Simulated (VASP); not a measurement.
# Ti (Fm-3m) in VASP: notebook

Ti is run at these levels: PBE; tasks: single point.

All numbers are computed with VASP 6.6.1; they aren't measurements. Logs are shortened: lines on timing, memory, paths and dates and some standing lists are left out, and cuts for length are marked.

## 1. The cell of the first run

Symmetry: Fm-3m, No. 225, cubic system. Conventional cell: a = 3.459 Å, b = 3.459 Å, c = 3.459 Å, α = 90.00°, β = 90.00°, γ = 90.00°. Within 3.2 Å of Ti (site symmetry m-3m) lie 12 Ti at 2.45 Å.

## 2. Single point, PBE (volume scaled by 0.594, to set the pressure)

INCAR reads:

```
SYSTEM = Ti
ALGO = Normal
EDIFF = 1E-7
ENCUT = 520
GGA = PE
ISIF = 2
ISMEAR = -1
LASPH = .TRUE.
LCHARG = .FALSE.
LREAL = .FALSE.
LWAVE = .FALSE.
NBANDS = 12
NELM = 60
PREC = Accurate
SIGMA = 0.1
```

KPOINTS reads:

```
k-points
0
G
  19 19 19
  0 0 0
```

POSCAR reads:

```
Ti
1.0
    0.0000000000      1.7297107599      1.7297107599
    1.7297107599      0.0000000000      1.7297107599
    1.7297107599      1.7297107599      0.0000000000
Ti
1
Direct
    0.0000000000      0.0000000000      0.0000000000
```

Potentials or basis: VASP PAW PBE potentials, release 64 (Ti_sv).

Started as:

```
$ cat potpaw_PBE.64/Ti_sv/POTCAR > POTCAR
$ mpirun -np 1 vasp_std > vasp.out
```

OUTCAR:

```text
SYSTEM = Ti
   EDIFF = 1E-7
   ENCUT = 520
   GGA = PE
   ISIF = 2
   ISMEAR = -1
   LASPH = .TRUE.
   LREAL = .FALSE.
   NELM = 60
   PREC = Accurate

 ion  position               nearest neighbor table
   1  0.000  0.000  0.000-

  LATTYP: Found a face centered cubic cell.
 ALAT       =     3.4594215198

  Lattice vectors:

 A1 = (   0.0000000000,   1.7297107599,   1.7297107599)
 A2 = (   1.7297107599,   0.0000000000,   1.7297107599)
 A3 = (   1.7297107599,   1.7297107599,   0.0000000000)

Analysis of symmetry for initial positions (statically):
=====================================================================
 Subroutine PRICEL returns:
 Original cell was already a primitive cell.

 Routine SETGRP: Setting up the symmetry group for a
 face centered cubic supercell.

 Subroutine GETGRP returns: Found 48 space group operations
 (whereof 48 operations were pure point group operations)
 out of a pool of 48 trial point group operations.

The static configuration has the point symmetry O_h .

Analysis of symmetry for dynamics (positions and initial velocities):
=====================================================================
 Subroutine PRICEL returns:
 Original cell was already a primitive cell.

 Routine SETGRP: Setting up the symmetry group for a
 face centered cubic supercell.

 Subroutine GETGRP returns: Found 48 space group operations
 (whereof 48 operations were pure point group operations)
 out of a pool of 48 trial point group operations.

The dynamic configuration has the point symmetry O_h .

 Subroutine INISYM returns: Found 48 space group operations
 (whereof 48 operations are pure point group operations),
 and found     1 'primitive' translations

----------------------------------------------------------------------------------------

                                     Primitive cell

  volume of cell :      10.3502

  direct lattice vectors                    reciprocal lattice vectors
     0.000000000  1.729710760  1.729710760    -0.289065670  0.289065670  0.289065670
     1.729710760  0.000000000  1.729710760     0.289065670 -0.289065670  0.289065670
     1.729710760  1.729710760  0.000000000     0.289065670  0.289065670 -0.289065670

  length of vectors
     2.446180416  2.446180416  2.446180416     0.500676427  0.500676427  0.500676427

  position of ions in fractional coordinates (direct lattice)
     0.000000000  0.000000000  0.000000000

  ion indices of the primitive-cell ions
   primitive index   ion index
                 1           1

[... 67 lines left out ...]
   LSORBIT =      F    spin-orbit coupling
   LASPH  =      T    aspherical Exc in radial PAW
   ENCUT  =  520.0 eV  38.22 Ry    6.18 a.u.   4.55  4.55  4.55*2*pi/ulx,y,z
   NELM   =     60;   NELMIN=  2; NELMDL= -5     # of ELM steps
   EDIFF  = 0.1E-06   stopping-criterion for ELM
   LREAL  =      F    real-space projection
   EDIFFG = 0.1E-05   stopping-criterion for IOM
   NSW    =      0    number of steps for IOM
   IBRION =     -1    ionic relax: 0-MD 1-quasi-New 2-CG
   NFREE  =      0    steps in history (QN), initial steepest desc. (CG)
   ISIF   =      2    stress and relaxation
   ISYM   =      2    0-nonsym 1-usesym 2-fastsym
   POTIM  = 0.5000    time-step for ionic-motion
   TEBEG  =    0.0;   TEEND  =   0.0 temperature during run
   PSTRESS=    0.0 pullay stress
   NELECT =      12.0000    total number of electrons
   NUPDOWN=      -1.0000    fix difference up-down
   EMIN   =  10.00;   EMAX   =-10.00  energy-range for DOS
   EFERMI =   0.00;   METHOD = LEGACY
   ISMEAR =    -1;   SIGMA  =   0.10  broadening in eV -4-tet -1-fermi 0-gaus
   EFERMI_NEDOS =   21; number of points for ismear=-14 and -15
   IALGO  =     38    algorithm
   IMIX   =      4    mixing-type and parameters
     AMIX     =   0.40;   BMIX     =  1.00
     AMIX_MAG =   1.60;   BMIX_MAG =  1.00
  volume/ion in A,a.u.               =      10.35        69.85
  Fermi-wavevector in a.u.,A,eV,Ry     =   1.719828  3.250004 40.243440  2.957809
  Thomas-Fermi vector in A             =   2.796382
   LORBIT       =      0    0 simple, 1 ext, 2 COOP (PROOUT), +10 PAW based schemes
   GGA     = PE    functional components
[... 5 lines left out ...]
 non-spin polarized calculation
  energy-cutoff  :      520.00
  volume of cell :       10.35
 maximum number of plane-waves:       295
   NGX =  9   NGY =  9   NGZ =  9

 number of electron      11.9999994 magnetization

 Free energy of the ion-electron system (eV)
  ---------------------------------------------------
  ext. energy  EPLUGINS =         0.00000000
  ---------------------------------------------------
  free energy    TOTEN  =        -5.88224364 eV

  energy without entropy =       -5.85477418  energy(sigma->0) =       -5.86850891

 E-fermi :  15.0025     XC(G=0): -14.1801

 val. band max:       14.9941154816   @ k =  -0.4211   0.3158   0.1579
 cond. band min:      15.0073474129   @ k =  -0.3158   0.2632   0.0000
 fundamental gap:      0.0132319313
 Fermi energy:        15.0025401287

 k-point     1 :       0.0000    0.0000    0.0000
  band No.  band energies     occupation
      1     -41.5505      2.00000
      2     -15.9129      2.00000
      3     -15.9129      2.00000
      4     -15.9129      2.00000
      5       8.4256      2.00000
      6      15.8832      0.00030
      7      15.8832      0.00030
      8      15.8832      0.00030
      9      19.0751      0.00000
     10      19.0751      0.00000
     11      33.1580      0.00000
     12      40.4945      0.00000
[... 331 lines left out ...]
 k-point    24 :      -0.2632    0.0526    0.0000
  band No.  band energies     occupation
      1     -41.0510      2.00000
      2     -17.8129      2.00000
      3     -16.2275      2.00000
      4     -16.0952      2.00000
      5      11.1825      2.00000
      6      15.1535      0.36192
      7      16.1689      0.00002
      8      16.3170      0.00000
      9      18.9964      0.00000
     10      20.0093      0.00000
     11      32.9552      0.00000
     12      35.8677      0.00000

 [... further k-points ...]
[... 5 lines left out ...]
  --------------------------------------------------------------------------------------
  -------------------------------------------------------------------------------------
  Total        8.1086049      8.1086049      8.1086049     -0.0000000      0.0000000     -0.0000000
  in kB     1255.1807303   1255.1807303   1255.1807303     -0.0000000      0.0000000     -0.0000000
  external PRESSURE =    1255.1807303 kB  Pullay stress =       0.0000000 kB

 VOLUME and BASIS-vectors are now :
 -----------------------------------------------------------------------------
  energy-cutoff  :      520.00
  volume of cell :       10.35
      direct lattice vectors                 reciprocal lattice vectors
     0.000000000  1.729710760  1.729710760    -0.289065670  0.289065670  0.289065670
     1.729710760  0.000000000  1.729710760     0.289065670 -0.289065670  0.289065670
     1.729710760  1.729710760  0.000000000     0.289065670  0.289065670 -0.289065670

 POSITION                                       TOTAL-FORCE (eV/Angst)
 -----------------------------------------------------------------------------------
      0.00000      0.00000      0.00000         0.000000      0.000000      0.000000
 -----------------------------------------------------------------------------------
    total drift:                                0.000000     -0.000000     -0.000000

  FREE ENERGIE OF THE ION-ELECTRON SYSTEM (eV)
  ---------------------------------------------------
  free  energy   TOTEN  =        -5.8822436430 eV

  energy  without entropy=       -5.8547741828  energy(sigma->0) =       -5.86850891
```

OSZICAR:

```text
N       E                     dE             d eps       ncg     rms          rms(c)
DAV:   1     0.852277599392E+02    0.85228E+02   -0.65091E+03  5328   0.135E+03
DAV:   2    -0.266306647187E+01   -0.87891E+02   -0.84760E+02  5412   0.305E+02
DAV:   3    -0.587062719415E+01   -0.32076E+01   -0.31633E+01  6356   0.605E+01
DAV:   4    -0.595806412003E+01   -0.87437E-01   -0.87340E-01  5896   0.856E+00
DAV:   5    -0.595997841268E+01   -0.19143E-02   -0.19143E-02  6056   0.107E+00    0.167E+01
DAV:   6    -0.576140203097E+01    0.19858E+00   -0.66166E-01  5796   0.129E+01    0.725E+00
DAV:   7    -0.583767474323E+01   -0.76273E-01   -0.15618E-01  6396   0.511E+00    0.249E+00
DAV:   8    -0.588181730198E+01   -0.44143E-01   -0.10754E-01  5528   0.316E+00    0.218E-01
DAV:   9    -0.588205257433E+01   -0.23527E-03   -0.92537E-03  5924   0.828E-01    0.205E-01
DAV:  10    -0.588228210337E+01   -0.22953E-03   -0.12030E-03  5484   0.340E-01    0.613E-02
DAV:  11    -0.588224336385E+01    0.38740E-04   -0.57334E-05  6104   0.120E-01    0.473E-03
DAV:  12    -0.588224322171E+01    0.14214E-06   -0.23037E-06  6496   0.125E-02    0.166E-03
DAV:  13    -0.588224377146E+01   -0.54975E-06   -0.12461E-07  5264   0.289E-03    0.103E-03
DAV:  14    -0.588224363663E+01    0.13483E-06   -0.17737E-08  2916   0.139E-03    0.167E-04
DAV:  15    -0.588224364304E+01   -0.64085E-08   -0.98334E-10  2736   0.383E-04
   1 F= -.58822436E+01 E0= -.58685089E+01  d E =-.274695E-01
```

Run time: 13 s. Hardware: 1 thread of Intel Xeon 6975P-C (Granite Rapids), shared host; peak memory 0.13 GiB.

What came out:

```yaml
Free_energy: -5.8822 eV
Pressure: 125.5 GPa
Band_gap_on_the_k_mesh: zero (band 6 reaches 15.88 eV, above the bottom of band 7 at 14.10 eV)
```

Caveat: the cell differs from its parent crystal (volume scaled by 0.594, to set the pressure).

## 3. Single point, PBE

This run uses another cell than the first one, of 10.28 Å³/atom, 0.993 times its volume.

INCAR reads:

```
SYSTEM = Ti
PREC = Accurate
ENCUT = 520
EDIFF = 1E-6
ISMEAR = -1
SIGMA = 0.1
LREAL = .False.
LASPH = .True.
NELM = 80
ALGO = Normal
ISIF = 2
LWAVE = .False.
LCHARG = .False.
GGA = PE
NBANDS = 12
```

KPOINTS reads:

```
Automatic mesh
0
Gamma
  19 19 19
  0 0 0
```

POSCAR reads:

```
Ti
1.0
    0.0000000000      1.7255432566      1.7255432566
    1.7255432566      0.0000000000      1.7255432566
    1.7255432566      1.7255432566      0.0000000000
Ti
1
Direct
    0.0000000000      0.0000000000      0.0000000000
```

Potentials or basis: VASP PAW PBE potentials, release 64 (Ti_sv).

Started as:

```
$ cat potpaw_PBE.64/Ti_sv/POTCAR > POTCAR
$ mpirun -np 1 vasp_std > vasp.out
```

OUTCAR:

```text
SYSTEM = Ti
   PREC = Accurate
   ENCUT = 520
   EDIFF = 1E-6
   ISMEAR = -1
   LREAL = .False.
   LASPH = .True.
   NELM = 80
   ISIF = 2
   GGA = PE

 ion  position               nearest neighbor table
   1  0.000  0.000  0.000-

  LATTYP: Found a face centered cubic cell.
 ALAT       =     3.4510865132

  Lattice vectors:

 A1 = (   0.0000000000,   1.7255432566,   1.7255432566)
 A2 = (   1.7255432566,   0.0000000000,   1.7255432566)
 A3 = (   1.7255432566,   1.7255432566,   0.0000000000)

Analysis of symmetry for initial positions (statically):
=====================================================================
 Subroutine PRICEL returns:
 Original cell was already a primitive cell.

 Routine SETGRP: Setting up the symmetry group for a
 face centered cubic supercell.

 Subroutine GETGRP returns: Found 48 space group operations
 (whereof 48 operations were pure point group operations)
 out of a pool of 48 trial point group operations.

The static configuration has the point symmetry O_h .

Analysis of symmetry for dynamics (positions and initial velocities):
=====================================================================
 Subroutine PRICEL returns:
 Original cell was already a primitive cell.

 Routine SETGRP: Setting up the symmetry group for a
 face centered cubic supercell.

 Subroutine GETGRP returns: Found 48 space group operations
 (whereof 48 operations were pure point group operations)
 out of a pool of 48 trial point group operations.

The dynamic configuration has the point symmetry O_h .

 Subroutine INISYM returns: Found 48 space group operations
 (whereof 48 operations are pure point group operations),
 and found     1 'primitive' translations

----------------------------------------------------------------------------------------

                                     Primitive cell

  volume of cell :      10.2756

  direct lattice vectors                    reciprocal lattice vectors
     0.000000000  1.725543257  1.725543257    -0.289763817  0.289763817  0.289763817
[... 101 lines left out ...]
   IALGO  =     38    algorithm
   IMIX   =      4    mixing-type and parameters
     AMIX     =   0.40;   BMIX     =  1.00
     AMIX_MAG =   1.60;   BMIX_MAG =  1.00
  volume/ion in A,a.u.               =      10.28        69.34
  Fermi-wavevector in a.u.,A,eV,Ry     =   1.723982  3.257854 40.438066  2.972114
  Thomas-Fermi vector in A             =   2.799756
   LORBIT       =      0    0 simple, 1 ext, 2 COOP (PROOUT), +10 PAW based schemes
   GGA     = PE    functional components
[... 5 lines left out ...]
 non-spin polarized calculation
  energy-cutoff  :      520.00
  volume of cell :       10.28
 maximum number of plane-waves:       291
   NGX =  9   NGY =  9   NGZ =  9

 number of electron      11.9999994 magnetization

 Free energy of the ion-electron system (eV)
  ---------------------------------------------------
  ext. energy  EPLUGINS =         0.00000000
  ---------------------------------------------------
  free energy    TOTEN  =        -5.82298542 eV

  energy without entropy =       -5.79581492  energy(sigma->0) =       -5.80940017

 E-fermi :  15.1168     XC(G=0): -14.2214

 val. band max:       15.1162434742   @ k =  -0.4211   0.3158   0.1579
 cond. band min:      15.1290156800   @ k =   0.4211   0.1053   0.0000
 fundamental gap:      0.0127722057
 Fermi energy:        15.1168373024

 k-point     1 :       0.0000    0.0000    0.0000
  band No.  band energies     occupation
      1     -41.4516      2.00000
      2     -15.7731      2.00000
      3     -15.7731      2.00000
      4     -15.7731      2.00000
      5       8.5516      2.00000
      6      15.9917      0.00032
      7      15.9917      0.00032
      8      15.9917      0.00032
      9      19.2118      0.00000
     10      19.2118      0.00000
     11      33.3134      0.00000
     12      40.6956      0.00000
[... 331 lines left out ...]
 k-point    24 :      -0.2632    0.0526    0.0000
  band No.  band energies     occupation
      1     -40.9404      2.00000
      2     -17.7097      2.00000
      3     -16.0936      2.00000
      4     -15.9587      2.00000
      5      11.3032      2.00000
      6      15.2837      0.31712
      7      16.2798      0.00002
      8      16.4282      0.00000
      9      19.1313      0.00000
     10      20.1556      0.00000
     11      33.1405      0.00000
     12      36.0880      0.00000

 [... further k-points ...]
[... 5 lines left out ...]
  --------------------------------------------------------------------------------------
  -------------------------------------------------------------------------------------
  Total        8.2500711      8.2500711      8.2500711      0.0000000     -0.0000000     -0.0000000
  in kB     1286.3546703   1286.3546703   1286.3546703      0.0000000     -0.0000000     -0.0000000
  external PRESSURE =    1286.3546703 kB  Pullay stress =       0.0000000 kB

 VOLUME and BASIS-vectors are now :
 -----------------------------------------------------------------------------
  energy-cutoff  :      520.00
  volume of cell :       10.28
      direct lattice vectors                 reciprocal lattice vectors
     0.000000000  1.725543257  1.725543257    -0.289763817  0.289763817  0.289763817
     1.725543257  0.000000000  1.725543257     0.289763817 -0.289763817  0.289763817
     1.725543257  1.725543257  0.000000000     0.289763817  0.289763817 -0.289763817

 POSITION                                       TOTAL-FORCE (eV/Angst)
 -----------------------------------------------------------------------------------
      0.00000      0.00000      0.00000         0.000000      0.000000      0.000000
 -----------------------------------------------------------------------------------
    total drift:                                0.000000     -0.000000      0.000000

  FREE ENERGIE OF THE ION-ELECTRON SYSTEM (eV)
  ---------------------------------------------------
  free  energy   TOTEN  =        -5.8229854179 eV

  energy  without entropy=       -5.7958149200  energy(sigma->0) =       -5.80940017
```

stdout:

```text
POSCAR found type information on POSCAR Ti
 POSCAR found :  1 types and       1 ions
 scaLAPACK will be used
 LDA part: xc-table for (Slater+PW92), standard interpolation
 POSCAR, INCAR and KPOINTS ok, starting setup
 FFT: planning ... GRIDC
 FFT: planning ... GRID_SOFT
 FFT: planning ... GRID
 WAVECAR not read
 entering main loop
```

It took 12 s on 1 thread of Intel Xeon 6975P-C (Granite Rapids), shared host; peak memory 0.13 GiB.

Results:

```
Free energy            : -5.8230 eV
Pressure               : 128.6 GPa
Band gap on the k mesh : zero (band 6 reaches 15.99 eV, above the bottom of band 7 at 14.21 eV)
```
